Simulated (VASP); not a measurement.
Set up this calculation in VASP 6.6.1, as the native input.

| Item | Value |
| --- | --- |
| Task | single point |
| Functional | PBE |
| Dispersion | D3(BJ) |
| Potentials or basis | VASP PAW PBE potentials, release 64 (Ti_sv, Se) |
| Cutoff | 500 eV |
| k mesh | 15 × 15 × 8 |
| Occupations | fermi-dirac, width 0.15 eV |
| Spin | no spin polarisation |
| Dipole correction | no |
| Further INCAR settings | ALGO = Normal; EDIFF = 1e-06; NBANDS = 19 |

The structure of TiSe2 lies in POSCAR:

```
TiSe2
1.0
    3.4791487567      0.0000000000      0.0000000000
   -1.7395743783      3.0130312068      0.0000000000
    0.0000000000      0.0000000000      5.8730627221
Ti Se
1 2
Direct
    0.0000000000      0.0000000000      0.0000000000
    0.3333333333      0.6666666667      0.2649714289
    0.6666666667      0.3333333333      0.7350285711
```

One way to write it, as run:

INCAR

```
  PREC = Accurate
  ENCUT = 500
  EDIFF = 1E-6
  ISMEAR = -1
  SIGMA = 0.15
  LREAL = F
  LASPH = T
  NELM = 120
  ALGO = Normal
  ISIF = 2
  LWAVE = F
  LCHARG = T
  GGA = PE
  IVDW = 12
  LELF = T
  LVHAR = T
  NBANDS = 19
  GGA_COMPAT = F
```

KPOINTS

```
Automatic mesh
0
Gamma
  15 15 8
```

Potentials or basis: VASP PAW PBE potentials, release 64 (Ti_sv, Se).

Launch:

```console
$ cat potpaw_PBE.64/Ti_sv/POTCAR potpaw_PBE.64/Se/POTCAR > POTCAR
$ mpirun -np 1 vasp_std > vasp.out
```

Results of the run:

```yaml
Pressure: 0.1 GPa
Largest_force: 0.019 eV/Å
Band_gap_on_the_k_mesh: zero (band 12 reaches 5.92 eV, above the bottom of band 13 at 5.16 eV)
Dispersion_energy_per_atom: -0.450 eV
```

Caveat: pairwise dispersion overbinds metals, which lowers pressure and volume.

Run time: 100 s on 1 thread of Intel(R) Xeon(R) 6975P-C (Granite Rapids), with other jobs on the host, peak memory 0.35 GiB.
